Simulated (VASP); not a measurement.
Set up this calculation in VASP 6.6.1, as the native input.

- Task: single point
- Functional: PBE
- Potentials or basis: VASP PAW PBE potentials, release 64 (K_sv, Br)
- Cutoff: 520 eV
- k mesh: 10 × 10 × 6
- Occupations: fermi-dirac, width 0.05 eV
- Spin: no spin polarisation
- Dipole correction: no
- Further INCAR settings: ALGO = Normal; EDIFF = 1e-06; NBANDS = 24

The structure of KBr lies in POSCAR:

```
KBr
1.0
    5.6719075554      0.0000000000      0.0000000000
   -2.8359537777      4.9120160309      0.0000000000
    0.0000000000      0.0000000000      6.6444758926
K Br
2 2
Direct
    0.3333333333      0.6666666667     -0.0619986288
    0.6666666667      0.3333333333      0.4380013712
    0.3333333333      0.6666666667      0.4379986288
    0.6666666667      0.3333333333      0.9379986288
```

These files were run (other wordings do the same):

INCAR

```
PREC = Accurate
ENCUT = 520
EDIFF = 1E-6
ISMEAR = -1
SIGMA = 0.05
LREAL = False
LASPH = True
NELM = 80
ALGO = Normal
ISIF = 2
LWAVE = False
LCHARG = False
GGA = PE
NBANDS = 24
```

KPOINTS

```
regular mesh
0
Gamma
  10 10 6
```

Potentials or basis: VASP PAW PBE potentials, release 64 (K_sv, Br).

Command:

```sh
$ cat potpaw_PBE.64/K_sv/POTCAR potpaw_PBE.64/Br/POTCAR > POTCAR
$ mpirun -np 1 vasp_std > vasp.out
```

It gave:

```json
{
 "Pressure": "0.0 GPa",
 "Band gap on the k mesh": "4.14 eV"
}
```

Wall time 9.4 min on 1 thread of Intel Xeon 8259CL (shared host), peak memory 0.39 GiB.
